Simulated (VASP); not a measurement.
# P (R-3m) in VASP: notebook

Runs on P. Level: PBE. Tasks: single point.

All numbers are computed with VASP 6.6.1; they aren't measurements. Logs are shortened: lines on timing, memory, paths and dates and some standing lists are left out, and cuts for length are marked.

## 1. The cell of the first run

It takes space group R-3m (No. 166, trigonal). The conventional cell has a = 6.051 Å, b = 6.051 Å, c = 14.206 Å, α = 90.00°, β = 90.00°, γ = 120.00°. Within 2.9 Å of P (site symmetry m) lie 4 P at 2.20 to 2.52 Å. P (site symmetry -3m) has 6 P at 2.52 Å within 3.3 Å.

## 2. Single point, PBE

Contents of INCAR:

```
  ALGO = Normal
  EDIFF = 1E-6
  ENCUT = 520
  GGA = PE
  ISIF = 2
  ISMEAR = 0
  LASPH = True
  LCHARG = False
  LREAL = False
  LWAVE = False
  NBANDS = 26
  NELM = 60
  PREC = Accurate
  SIGMA = 0.1
```

Contents of KPOINTS:

```
k-points
0
Gamma
  6 6 6
```

Contents of POSCAR:

```
P
1.0
    3.0254553660      1.7467474700      4.7354883400
   -3.0254553660      1.7467474700      4.7354883400
    0.0000000000     -3.4934949400      4.7354883400
P
7
Direct
    1.0009747024      0.3907215990      0.3907215990
    0.3907215990      1.0009747024      0.3907215990
    0.3907215990      0.3907215990      1.0009747024
   -0.0009747024      0.6092784010      0.6092784010
    0.6092784010     -0.0009747024      0.6092784010
    0.6092784010      0.6092784010     -0.0009747024
    0.5000000000      0.5000000000      0.5000000000
```

Potentials or basis: VASP PAW PBE potentials, release 64 (P).

The run is started by

```sh
$ cat potpaw_PBE.64/P/POTCAR > POTCAR
$ mpirun -np 1 vasp_std > vasp.out
```

OUTCAR:

```text
EDIFF = 1E-6
   ENCUT = 520
   GGA = PE
   ISIF = 2
   ISMEAR = 0
   LASPH = True
   LREAL = False
   NELM = 60
   PREC = Accurate

 ion  position               nearest neighbor table
   1  0.001  0.391  0.391-   4 2.20   2 2.36   3 2.36   7 2.52
   2  0.391  0.001  0.391-   5 2.20   1 2.36   3 2.36   7 2.52
   3  0.391  0.391  0.001-   6 2.20   2 2.36   1 2.36   7 2.52
   4  0.999  0.609  0.609-   1 2.20   5 2.36   6 2.36   7 2.52
   5  0.609  0.999  0.609-   2 2.20   4 2.36   6 2.36   7 2.52
   6  0.609  0.609  0.999-   3 2.20   4 2.36   5 2.36   7 2.52
   7  0.500  0.500  0.500-   1 2.52   2 2.52   5 2.52   4 2.52   3 2.52   6 2.52

  LATTYP: Found a trigonal (rhomboedric) cell.
 ALAT       =     5.8846713344
 COS(alpha) =     0.4713514174

  Lattice vectors:

 A1 = (   3.0254553660,   1.7467474700,   4.7354883400)
 A2 = (  -3.0254553660,   1.7467474700,   4.7354883400)
 A3 = (   0.0000000000,  -3.4934949400,   4.7354883400)

Analysis of symmetry for initial positions (statically):
=====================================================================
 Subroutine PRICEL returns:
 Original cell was already a primitive cell.

 Routine SETGRP: Setting up the symmetry group for a
 trigonal (rhombohedral) supercell.

 Subroutine GETGRP returns: Found 12 space group operations
 (whereof 12 operations were pure point group operations)
 out of a pool of 12 trial point group operations.

The static configuration has the point symmetry D_3d.

Analysis of symmetry for dynamics (positions and initial velocities):
=====================================================================
 Subroutine PRICEL returns:
 Original cell was already a primitive cell.

 Routine SETGRP: Setting up the symmetry group for a
 trigonal (rhombohedral) supercell.

 Subroutine GETGRP returns: Found 12 space group operations
 (whereof 12 operations were pure point group operations)
 out of a pool of 12 trial point group operations.

The dynamic configuration has the point symmetry D_3d.

 Subroutine INISYM returns: Found 12 space group operations
 (whereof 12 operations are pure point group operations),
 and found     1 'primitive' translations

----------------------------------------------------------------------------------------

                                     Primitive cell

  volume of cell :     150.1540

  direct lattice vectors                    reciprocal lattice vectors
     3.025455366  1.746747470  4.735488340     0.165264378  0.095415433  0.070390488
    -3.025455366  1.746747470  4.735488340    -0.165264378  0.095415433  0.070390488
     0.000000000 -3.493494940  4.735488340     0.000000000 -0.190830867  0.070390488

  length of vectors
     5.884671334  5.884671334  5.884671334     0.203399214  0.203399214  0.203399214

  position of ions in fractional coordinates (direct lattice)
     0.000974702  0.390721599  0.390721599
     0.390721599  0.000974702  0.390721599
     0.390721599  0.390721599  0.000974702
     0.999025298  0.609278401  0.609278401
     0.609278401  0.999025298  0.609278401
     0.609278401  0.609278401  0.999025298
     0.500000000  0.500000000  0.500000000

  ion indices of the primitive-cell ions
   primitive index   ion index
                 1           1
                 2           2
                 3           3
                 4           4
                 5           5
                 6           6
                 7           7

----------------------------------------------------------------------------------------

 KPOINTS: k-points

Automatic generation of k-mesh.
 Grid dimensions read from file:
 generate k-points for:    6    6    6

 Generating k-lattice:

  Cartesian coordinates                     Fractional coordinates (reciprocal lattice)
     0.027544063  0.015902572  0.011731748     0.166666667  0.000000000  0.000000000
    -0.027544063  0.015902572  0.011731748     0.000000000  0.166666667  0.000000000
     0.000000000 -0.031805144  0.011731748     0.000000000  0.000000000  0.166666667

  Length of vectors
     0.033899869  0.033899869  0.033899869

  Shift w.r.t. Gamma in fractional coordinates (k-lattice)
     0.000000000  0.000000000  0.000000000

 Subroutine IBZKPT returns following result:
 ===========================================

 Found     32 irreducible k-points:

 Following reciprocal coordinates:
            Coordinates               Weight
  0.000000  0.000000  0.000000      1.000000
  0.166667  0.000000  0.000000      6.000000
  0.333333  0.000000  0.000000      6.000000
  0.500000  0.000000 -0.000000      3.000000
  0.166667  0.166667  0.000000      6.000000
  0.333333  0.166667 -0.000000     12.000000
[... 16 lines left out ...]
  0.500000  0.500000  0.166667      6.000000
 -0.333333  0.500000  0.166667     12.000000
 [... further k-points ...]
   k-points           NKPTS =     32   k-points in BZ     NKDIM =     32   number of bands    NBANDS=     26
   number of dos      NEDOS =    301   number of ions     NIONS =      7
   total plane-waves  NPLWV = 110592
   dimension x,y,z NGX =    48 NGY =   48 NGZ =   48
   dimension x,y,z NGXF=    96 NGYF=   96 NGZF=   96
   ions per type =               7
   NGX,Y,Z   is equivalent  to a cutoff of  13.56, 13.56, 13.56 a.u.
   NGXF,Y,Z  is equivalent  to a cutoff of  27.12, 27.12, 27.12 a.u.
 SYSTEM =  unknown system
   PREC   = accura    normal or accurate (medium, high low for compatibility)
   ISTART =      0    job   : 0-new  1-cont  2-samecut
   ICHARG =      2    charge: 1-file 2-atom 10-const
   ISPIN  =      1    spin polarized calculation?
   LNONCOLLINEAR =      F non collinear calculations
   LSORBIT =      F    spin-orbit coupling
   LASPH  =      T    aspherical Exc in radial PAW
   ENCUT  =  520.0 eV  38.22 Ry    6.18 a.u.  10.94 10.94 10.94*2*pi/ulx,y,z
   NELM   =     60;   NELMIN=  2; NELMDL= -5     # of ELM steps
   EDIFF  = 0.1E-05   stopping-criterion for ELM
   LREAL  =      F    real-space projection
   EDIFFG = 0.1E-04   stopping-criterion for IOM
   NSW    =      0    number of steps for IOM
   IBRION =     -1    ionic relax: 0-MD 1-quasi-New 2-CG
   NFREE  =      0    steps in history (QN), initial steepest desc. (CG)
   ISIF   =      2    stress and relaxation
   ISYM   =      2    0-nonsym 1-usesym 2-fastsym
   POTIM  = 0.5000    time-step for ionic-motion
   TEBEG  =    0.0;   TEEND  =   0.0 temperature during run
   PSTRESS=    0.0 pullay stress
   NELECT =      35.0000    total number of electrons
   NUPDOWN=      -1.0000    fix difference up-down
   EMIN   =  10.00;   EMAX   =-10.00  energy-range for DOS
   EFERMI =   0.00;   METHOD = LEGACY
   ISMEAR =     0;   SIGMA  =   0.10  broadening in eV -4-tet -1-fermi 0-gaus
   EFERMI_NEDOS =   21; number of points for ismear=-14 and -15
   IALGO  =     38    algorithm
   IMIX   =      4    mixing-type and parameters
     AMIX     =   0.40;   BMIX     =  1.00
     AMIX_MAG =   1.60;   BMIX_MAG =  1.00
  volume/ion in A,a.u.               =      21.45       144.76
  Fermi-wavevector in a.u.,A,eV,Ry     =   1.007516  1.903929 13.811113  1.015088
  Thomas-Fermi vector in A             =   2.140326
   LORBIT       =      0    0 simple, 1 ext, 2 COOP (PROOUT), +10 PAW based schemes
   GGA     = PE    functional components
   LHFCALC =     F    Hartree Fock is set to
   AEXX    =    0.0000 exact exchange contribution
   IVDW    =     0    specifies the selected vdW correction
   LEPSILON=     F    determine dielectric tensor
   LRPA    =     F    only Hartree local field effects (RPA)
 non-spin polarized calculation
 Gauss-broadening in eV      SIGMA  =   0.10
  energy-cutoff  :      520.00
  volume of cell :      150.15
 maximum number of plane-waves:      4061
 NGX is ok and might be reduce to    48
   NGX = 21   NGY = 21   NGZ = 21

 number of electron      34.9999999 magnetization

 Free energy of the ion-electron system (eV)
  ---------------------------------------------------
  ext. energy  EPLUGINS =         0.00000000
  ---------------------------------------------------
  free energy    TOTEN  =       -34.60484341 eV

  energy without entropy =      -34.58027768  energy(sigma->0) =      -34.59256055

 E-fermi :   5.5043     XC(G=0):  -9.0878

 val. band max:        5.4831703465   @ k =  -0.3333   0.3333   0.0000
 cond. band min:       5.5121671191   @ k =  -0.1667   0.5000   0.1667
 fundamental gap:      0.0289967726
 Fermi energy:         5.5042703169

 k-point     1 :       0.0000    0.0000    0.0000
  band No.  band energies     occupation
      1      -9.9955      2.00000
      2      -6.8927      2.00000
      3      -6.0255      2.00000
      4      -6.0255      2.00000
      5      -5.4305      2.00000
      6      -3.1881      2.00000
[... 18 lines left out ...]
     25       9.0441      0.00000
     26       9.5486      0.00000

 k-point     2 :       0.1667    0.0000    0.0000
  band No.  band energies     occupation
      1      -9.8788      2.00000
      2      -7.3270      2.00000
      3      -6.0230      2.00000
      4      -5.9226      2.00000
      5      -5.4685      2.00000
      6      -3.2771      2.00000
[... 18 lines left out ...]
     25       9.0532      0.00000
     26       9.6698      0.00000

 k-point     3 :       0.3333    0.0000    0.0000
  band No.  band energies     occupation
      1      -9.5549      2.00000
      2      -8.0185      2.00000
      3      -6.3168      2.00000
      4      -6.0169      2.00000
      5      -5.0022      2.00000
      6      -3.4443      2.00000
[... 572 lines left out ...]
 k-point    23 :       0.5000    0.5000    0.1667
  band No.  band energies     occupation
      1      -9.1274      2.00000
      2      -7.9993      2.00000
      3      -7.4706      2.00000
      4      -6.4045      2.00000
      5      -4.0613      2.00000
      6      -3.8657      2.00000
[... 18 lines left out ...]
     25       8.8001      0.00000
     26       9.2037      0.00000

 k-point    24 :      -0.3333    0.5000    0.1667
  band No.  band energies     occupation
      1      -8.9048      2.00000
      2      -8.4141      2.00000
      3      -7.3705      2.00000
      4      -6.3705      2.00000
      5      -4.1399      2.00000
      6      -3.4557      2.00000
[... 18 lines left out ...]
     25       9.2161      0.00000
     26       9.5515      0.00000

 [... further k-points ...]

------------------------ aborting loop because EDIFF is reached ----------------------------------------

  FORCE on cell =-STRESS in cart. coord.  units (eV):
  Direction    XX          YY          ZZ          XY          YZ          ZX
  --------------------------------------------------------------------------------------
  -------------------------------------------------------------------------------------
  Total        0.0756330      0.0756330     -0.0856637      0.0000000     -0.0000000     -0.0000000
  in kB        0.8070217      0.8070217     -0.9140512      0.0000000     -0.0000000     -0.0000000
  external PRESSURE =       0.2333307 kB  Pullay stress =       0.0000000 kB

 VOLUME and BASIS-vectors are now :
 -----------------------------------------------------------------------------
  energy-cutoff  :      520.00
  volume of cell :      150.15
      direct lattice vectors                 reciprocal lattice vectors
     3.025455366  1.746747470  4.735488340     0.165264378  0.095415433  0.070390488
    -3.025455366  1.746747470  4.735488340    -0.165264378  0.095415433  0.070390488
     0.000000000 -3.493494940  4.735488340     0.000000000 -0.190830867  0.070390488

 POSITION                                       TOTAL-FORCE (eV/Angst)
 -----------------------------------------------------------------------------------
     -1.17916     -0.68079      3.70513         0.006012      0.003471      0.032971
      1.17916     -0.68079      3.70513        -0.006012      0.003471      0.032971
      0.00000      1.36158      3.70513        -0.000000     -0.006942      0.032971
      1.17916      0.68079     10.50133        -0.006012     -0.003471     -0.032971
     -1.17916      0.68079     10.50133         0.006012     -0.003471     -0.032971
      0.00000     -1.36158     10.50133        -0.000000      0.006942     -0.032971
      0.00000      0.00000      7.10323        -0.000000     -0.000000      0.000000
 -----------------------------------------------------------------------------------
    total drift:                               -0.000000      0.000000     -0.000000

  FREE ENERGIE OF THE ION-ELECTRON SYSTEM (eV)
  ---------------------------------------------------
  free  energy   TOTEN  =       -34.6048434093 eV

  energy  without entropy=      -34.5802776829  energy(sigma->0) =      -34.59256055
```

Wall time 1.7 min (1 thread of AMD EPYC 9R45 (Zen 5), shared host); peak memory 0.3 GiB.

Results:

```yaml
Free_energy: -34.6048 eV
Pressure: 0.0 GPa
Largest_force: 0.034 eV/Å
```

Forces on the atoms (eV/Å):
```
P    0.006  0.003  0.033
P   -0.006  0.003  0.033
P    0.000 -0.007  0.033
P   -0.006 -0.003 -0.033
P    0.006 -0.003 -0.033
P    0.000  0.007 -0.033
P    0.000  0.000  0.000
```

Stress tensor (GPa, compression positive):
```
 0.08  0.00  0.00
 0.00  0.08  0.00
 0.00  0.00 -0.09
```

## 3. Single point, PBE

This run uses another cell than the first one, of 15.10 Å³/atom, 0.704 times its volume.

Contents of INCAR:

```
SYSTEM = P
PREC     = Accurate       ! precision mode
ENCUT    = 520            ! plane-wave cutoff, eV
EDIFF    = 1E-7           ! SCF threshold, eV
ISMEAR   = 0              ! smearing method
SIGMA    = 0.1            ! smearing width, eV
LREAL    = .False.        ! projectors in reciprocal space
LASPH    = .True.         ! aspherical terms in the spheres
NELM     = 80             ! most SCF steps
ALGO     = Normal         ! electronic algorithm
ISIF     = 2              ! what is computed and relaxed
LWAVE    = .False.        ! write WAVECAR
LCHARG   = .False.        ! write CHGCAR
GGA      = PE             ! functional
NBANDS   = 26             ! bands
```

Contents of KPOINTS:

```
regular mesh
0
Gamma
  6 6 6
  0 0 0
```

Contents of POSCAR:

```
P
1.0
    2.5653662900      1.4811149200      4.6370162400
   -2.5653662900      1.4811149200      4.6370162400
    0.0000000000     -2.9622298400      4.6370162400
P
7
Direct
    0.9825447100      0.3971602500      0.3971602500
    0.3971602500      0.9825447100      0.3971602500
    0.3971602500      0.3971602500      0.9825447100
    0.0174552900      0.6028397500      0.6028397500
    0.6028397500      0.0174552900      0.6028397500
    0.6028397500      0.6028397500      0.0174552900
    0.5000000000      0.5000000000      0.5000000000
```

Potentials or basis: VASP PAW PBE potentials, release 64 (P).

The run is started by

```sh
$ cat potpaw_PBE.64/P/POTCAR > POTCAR
$ mpirun -np 1 vasp_std > vasp.out
```

Wall time 72 s (1 thread of AMD EPYC 9R45 (Zen 5), shared host); peak memory 0.23 GiB.

It converged, with:

| Quantity | Value |
| --- | --- |
| Free energy | -31.6325 eV |
| Pressure | 29.0 GPa |
| Largest force | 1.338 eV/Å |

Forces in eV/Å, atoms in the order of the input:
```
P   -0.944 -0.545 -0.777
P    0.944 -0.545 -0.777
P    0.000  1.090 -0.777
P    0.944  0.545  0.777
P   -0.944  0.545  0.777
P    0.000 -1.090  0.777
P    0.000  0.000  0.000
```

Stress tensor (GPa, compression positive):
```
28.64  0.00  0.00
 0.00 28.64  0.00
 0.00  0.00 29.58
```

Levels at points of the mesh, in eV from the Fermi level:
```csv
k point,band 13,band 14,band 15,band 16,band 17,band 18,band 19,band 20,band 21,band 22
"(0.00, 0.00, 0.00)",-5.34,-1.84,-1.75,-1.75,-1.23,1.55,1.55,2.12,2.45,3.86
"(0.50, 0.00, 0.00)",-4.66,-3.67,-2.60,-1.12,-0.79,-0.06,1.15,1.42,1.42,2.18
"(0.50, 0.50, 0.00)",-4.66,-4.34,-3.48,-2.04,-1.09,-0.41,0.05,0.50,1.82,2.18
"(0.50, 0.50, 0.50)",-5.69,-3.60,-3.05,-3.05,-1.58,0.45,1.67,1.67,2.70,3.16
```

Caveat: forces of over 1 eV/Å act on the atoms, so gaps and moduli don't describe the material at rest.
